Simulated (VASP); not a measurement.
# SnTe3 (Fm-3m) in VASP: further runs, part 2 of 2

VASP 6.6.1. The steps go on from the part before.

### 4 Single point, LDA

This run uses another cell than the first one, of 28.21 Å³/atom, 1.043 times its volume.

File INCAR:

```
  ALGO = Normal
  EDIFF = 1E-6
  ENCUT = 520
  GGA = CA
  ISIF = 2
  ISMEAR = -1
  LASPH = T
  LCHARG = T
  LELF = T
  LREAL = F
  LVHAR = T
  LWAVE = F
  NBANDS = 24
  NELM = 80
  PREC = Accurate
  SIGMA = 0.05
```

File KPOINTS:

```
k-points
0
Gamma
  6 6 6
```

File POSCAR:

```
SnTe3
1.0
    0.0000000000      3.8353039977      3.8353039977
    3.8353039977      0.0000000000      3.8353039977
    3.8353039977      3.8353039977      0.0000000000
Te Sn
3 1
Direct
    0.5000000000      0.5000000000      0.5000000000
    0.7500000000      0.7500000000      0.7500000000
    0.2500000000      0.2500000000      0.2500000000
    0.0000000000      0.0000000000      0.0000000000
```

Potentials or basis: VASP PAW LDA potentials, release 64 (Te, Sn_d).

Run with:

```console
> cat potpaw_LDA.64/Te/POTCAR potpaw_LDA.64/Sn_d/POTCAR > POTCAR
> mpirun -np 1 vasp_std > vasp.out
```

OUTCAR:

```text
EDIFF = 1E-6
   ENCUT = 520
   GGA = CA
   ISIF = 2
   ISMEAR = -1
   LASPH = T
   LREAL = F
   NELM = 80
   PREC = Accurate

 ion  position               nearest neighbor table
   1  0.500  0.500  0.500-   3 3.32   3 3.32   3 3.32   2 3.32   2 3.32   2 3.32   3 3.32   2 3.32

   2  0.750  0.750  0.750-   1 3.32   1 3.32   1 3.32   4 3.32   4 3.32   4 3.32   4 3.32   1 3.32

   3  0.250  0.250  0.250-   4 3.32   4 3.32   4 3.32   1 3.32   1 3.32   1 3.32   4 3.32   1 3.32

   4  0.000  0.000  0.000-   2 3.32   2 3.32   2 3.32   3 3.32   3 3.32   3 3.32   3 3.32   2 3.32

  LATTYP: Found a face centered cubic cell.
 ALAT       =     7.6706079954

  Lattice vectors:

 A1 = (   0.0000000000,   3.8353039977,   3.8353039977)
 A2 = (   3.8353039977,   0.0000000000,   3.8353039977)
 A3 = (   3.8353039977,   3.8353039977,   0.0000000000)

Analysis of symmetry for initial positions (statically):
=====================================================================
 Subroutine PRICEL returns:
 Original cell was already a primitive cell.

 Routine SETGRP: Setting up the symmetry group for a
 face centered cubic supercell.

 Subroutine GETGRP returns: Found 48 space group operations
 (whereof 48 operations were pure point group operations)
 out of a pool of 48 trial point group operations.

The static configuration has the point symmetry O_h .

Analysis of symmetry for dynamics (positions and initial velocities):
=====================================================================
 Subroutine PRICEL returns:
 Original cell was already a primitive cell.

 Routine SETGRP: Setting up the symmetry group for a
 face centered cubic supercell.

 Subroutine GETGRP returns: Found 48 space group operations
 (whereof 48 operations were pure point group operations)
 out of a pool of 48 trial point group operations.

The dynamic configuration has the point symmetry O_h .

 Subroutine INISYM returns: Found 48 space group operations
 (whereof 48 operations are pure point group operations),
 and found     1 'primitive' translations

----------------------------------------------------------------------------------------

                                     Primitive cell

  volume of cell :     112.8312

  direct lattice vectors                    reciprocal lattice vectors
     0.000000000  3.835303998  3.835303998    -0.130367762  0.130367762  0.130367762
     3.835303998  0.000000000  3.835303998     0.130367762 -0.130367762  0.130367762
     3.835303998  3.835303998  0.000000000     0.130367762  0.130367762 -0.130367762

  length of vectors
     5.423938929  5.423938929  5.423938929     0.225803588  0.225803588  0.225803588

  position of ions in fractional coordinates (direct lattice)
     0.500000000  0.500000000  0.500000000
     0.750000000  0.750000000  0.750000000
     0.250000000  0.250000000  0.250000000
     0.000000000  0.000000000  0.000000000

  ion indices of the primitive-cell ions
   primitive index   ion index
                 1           1
                 2           2
                 3           3
                 4           4

----------------------------------------------------------------------------------------

 KPOINTS: k-points

Automatic generation of k-mesh.
 Grid dimensions read from file:
 generate k-points for:    6    6    6

 Generating k-lattice:

  Cartesian coordinates                     Fractional coordinates (reciprocal lattice)
    -0.021727960  0.021727960  0.021727960     0.166666667  0.000000000  0.000000000
     0.021727960 -0.021727960  0.021727960     0.000000000  0.166666667  0.000000000
     0.021727960  0.021727960 -0.021727960     0.000000000  0.000000000  0.166666667

  Length of vectors
     0.037633931  0.037633931  0.037633931

  Shift w.r.t. Gamma in fractional coordinates (k-lattice)
     0.000000000  0.000000000  0.000000000

 Subroutine IBZKPT returns following result:
 ===========================================

 Found     16 irreducible k-points:

 Following reciprocal coordinates:
            Coordinates               Weight
  0.000000  0.000000  0.000000      1.000000
  0.166667  0.000000  0.000000      8.000000
  0.333333  0.000000  0.000000      8.000000
  0.500000  0.000000  0.000000      4.000000
  0.166667  0.166667  0.000000      6.000000
  0.333333  0.166667  0.000000     24.000000
[... 8 lines left out ...]
 -0.333333  0.333333  0.166667     24.000000
 -0.333333  0.500000  0.166667     12.000000
   k-points           NKPTS =     16   k-points in BZ     NKDIM =     16   number of bands    NBANDS=     24
   number of dos      NEDOS =    301   number of ions     NIONS =      4
   total plane-waves  NPLWV =  64000
   dimension x,y,z NGX =    40 NGY =   40 NGZ =   40
   dimension x,y,z NGXF=    80 NGYF=   80 NGZF=   80
   ions per type =               3   1
   NGX,Y,Z   is equivalent  to a cutoff of  12.26, 12.26, 12.26 a.u.
   NGXF,Y,Z  is equivalent  to a cutoff of  24.52, 24.52, 24.52 a.u.
 SYSTEM =  unknown system
   PREC   = accura    normal or accurate (medium, high low for compatibility)
   ISTART =      0    job   : 0-new  1-cont  2-samecut
   ICHARG =      2    charge: 1-file 2-atom 10-const
   ISPIN  =      1    spin polarized calculation?
   LNONCOLLINEAR =      F non collinear calculations
   LSORBIT =      F    spin-orbit coupling
   LASPH  =      T    aspherical Exc in radial PAW
   ENCUT  =  520.0 eV  38.22 Ry    6.18 a.u.  10.08 10.08 10.08*2*pi/ulx,y,z
   NELM   =     80;   NELMIN=  2; NELMDL= -5     # of ELM steps
   EDIFF  = 0.1E-05   stopping-criterion for ELM
   LREAL  =      F    real-space projection
   EDIFFG = 0.1E-04   stopping-criterion for IOM
   NSW    =      0    number of steps for IOM
   IBRION =     -1    ionic relax: 0-MD 1-quasi-New 2-CG
   NFREE  =      0    steps in history (QN), initial steepest desc. (CG)
   ISIF   =      2    stress and relaxation
   ISYM   =      2    0-nonsym 1-usesym 2-fastsym
   POTIM  = 0.5000    time-step for ionic-motion
   TEBEG  =    0.0;   TEEND  =   0.0 temperature during run
   PSTRESS=    0.0 pullay stress
   NELECT =      32.0000    total number of electrons
   NUPDOWN=      -1.0000    fix difference up-down
   EMIN   =  10.00;   EMAX   =-10.00  energy-range for DOS
   EFERMI =   0.00;   METHOD = LEGACY
   ISMEAR =    -1;   SIGMA  =   0.05  broadening in eV -4-tet -1-fermi 0-gaus
   EFERMI_NEDOS =   21; number of points for ismear=-14 and -15
   IALGO  =     38    algorithm
   IMIX   =      4    mixing-type and parameters
     AMIX     =   0.40;   BMIX     =  1.00
     AMIX_MAG =   1.60;   BMIX_MAG =  1.00
  volume/ion in A,a.u.               =      28.21       190.36
  Fermi-wavevector in a.u.,A,eV,Ry     =   1.075594  2.032578 15.740613  1.156902
  Thomas-Fermi vector in A             =   2.211455
   LORBIT       =      0    0 simple, 1 ext, 2 COOP (PROOUT), +10 PAW based schemes
   GGA     = CA    functional components
   LHFCALC =     F    Hartree Fock is set to
   AEXX    =    0.0000 exact exchange contribution
   IVDW    =     0    specifies the selected vdW correction
   LEPSILON=     F    determine dielectric tensor
   LRPA    =     F    only Hartree local field effects (RPA)
 non-spin polarized calculation
  energy-cutoff  :      520.00
  volume of cell :      112.83
 maximum number of plane-waves:      3071
   NGX = 21   NGY = 21   NGZ = 21

 number of electron      31.9999991 magnetization

 Free energy of the ion-electron system (eV)
  ---------------------------------------------------
  ext. energy  EPLUGINS =         0.00000000
  ---------------------------------------------------
  free energy    TOTEN  =       -15.41227647 eV

  energy without entropy =      -15.37786791  energy(sigma->0) =      -15.39507219

 E-fermi :   7.8117     XC(G=0): -10.3032

 val. band max:        7.7567329699   @ k =   0.5000   0.3333   0.0000
 cond. band min:       7.8211154462   @ k =   0.3333   0.0000   0.0000
 fundamental gap:      0.0643824763
 Fermi energy:         7.8116713976

 k-point     1 :       0.0000    0.0000    0.0000
  band No.  band energies     occupation
      1     -13.6823      2.00000
      2     -13.6823      2.00000
      3     -13.6823      2.00000
      4     -13.6766      2.00000
      5     -13.6766      2.00000
      6      -5.8074      2.00000
[... 421 lines left out ...]
     23      14.2965      0.00000
     24      14.4628      0.00000

------------------------ aborting loop because EDIFF is reached ----------------------------------------

  FORCE on cell =-STRESS in cart. coord.  units (eV):
  Direction    XX          YY          ZZ          XY          YZ          ZX
  --------------------------------------------------------------------------------------
  -------------------------------------------------------------------------------------
  Total       -2.0140837     -2.0140837     -2.0140837     -0.0000000     -0.0000000     -0.0000000
  in kB      -28.5995184    -28.5995184    -28.5995184     -0.0000000     -0.0000000     -0.0000000
  external PRESSURE =     -28.5995184 kB  Pullay stress =       0.0000000 kB

 VOLUME and BASIS-vectors are now :
 -----------------------------------------------------------------------------
  energy-cutoff  :      520.00
  volume of cell :      112.83
      direct lattice vectors                 reciprocal lattice vectors
     0.000000000  3.835303998  3.835303998    -0.130367762  0.130367762  0.130367762
     3.835303998  0.000000000  3.835303998     0.130367762 -0.130367762  0.130367762
     3.835303998  3.835303998  0.000000000     0.130367762  0.130367762 -0.130367762

 POSITION                                       TOTAL-FORCE (eV/Angst)
 -----------------------------------------------------------------------------------
      3.83530      3.83530      3.83530        -0.000000      0.000000      0.000000
      5.75296      5.75296      5.75296         0.000000      0.000000      0.000000
      1.91765      1.91765      1.91765        -0.000000     -0.000000     -0.000000
      0.00000      0.00000      0.00000        -0.000000      0.000000      0.000000
 -----------------------------------------------------------------------------------
    total drift:                               -0.000000      0.000000      0.000000

  FREE ENERGIE OF THE ION-ELECTRON SYSTEM (eV)
  ---------------------------------------------------
  free  energy   TOTEN  =       -15.4122764659 eV

  energy  without entropy=      -15.3778679091  energy(sigma->0) =      -15.39507219
```

OSZICAR:

```text
N       E                     dE             d eps       ncg     rms          rms(c)
DAV:   1     0.232801680464E+03    0.23280E+03   -0.13153E+04   768   0.137E+03
DAV:   2     0.102917751735E+02   -0.22251E+03   -0.20945E+03   792   0.342E+02
DAV:   3    -0.144664876750E+02   -0.24758E+02   -0.23395E+02   968   0.104E+02
DAV:   4    -0.154476775739E+02   -0.98119E+00   -0.97707E+00   904   0.217E+01
DAV:   5    -0.154864991509E+02   -0.38822E-01   -0.38820E-01  1184   0.465E+00    0.102E+01
DAV:   6    -0.154172913314E+02    0.69208E-01   -0.12504E-01   992   0.227E+00    0.642E+00
DAV:   7    -0.154127670581E+02    0.45243E-02   -0.41085E-02   976   0.117E+00    0.195E+00
DAV:   8    -0.154124055060E+02    0.36155E-03   -0.36703E-03   936   0.318E-01    0.423E-01
DAV:   9    -0.154123003392E+02    0.10517E-03   -0.59898E-04  1096   0.201E-01    0.235E-01
DAV:  10    -0.154122817622E+02    0.18577E-04   -0.95621E-05   944   0.686E-02    0.601E-02
DAV:  11    -0.154122769155E+02    0.48468E-05   -0.22463E-05   992   0.516E-02    0.391E-02
DAV:  12    -0.154122764659E+02    0.44954E-06   -0.13307E-06   760   0.810E-03
   1 F= -.15412276E+02 E0= -.15395072E+02  d E =-.344086E-01
```

Wall time 67 s (1 thread of AMD EPYC 7R13 (Zen 3), shared host); peak memory 0.18 GiB.

What came out:

```yaml
Free_energy: -15.4123 eV
Pressure: -2.9 GPa
Band_gap_on_the_k_mesh: zero (band 16 reaches 8.21 eV, above the bottom of band 17 at 5.93 eV)
```

Caveat: spin-orbit coupling is left out, which moves the levels of the heavy elements.

### 5 The runs side by side

```csv
cell,gap on the mesh (eV),pressure (GPa)
"a = 5.349 Å, angles 60.0°, 4 atoms",none,-0.7
"a = 5.387 Å, angles 60.0°, 4 atoms",none,-1.8
"a = 5.424 Å, angles 60.0°, 4 atoms",none,-2.9
```

Alike in all rows: task single point; level LDA; potentials or basis VASP PAW LDA potentials, release 64 (Te, Sn_d); no spin polarisation; k mesh 6 × 6 × 6; cutoff (eV) 520; smearing fermi-dirac 0.05 eV.

Caveats: spin-orbit coupling is left out, which moves the levels of the heavy elements.

Absolute energies hang on the potentials; compare differences alone.
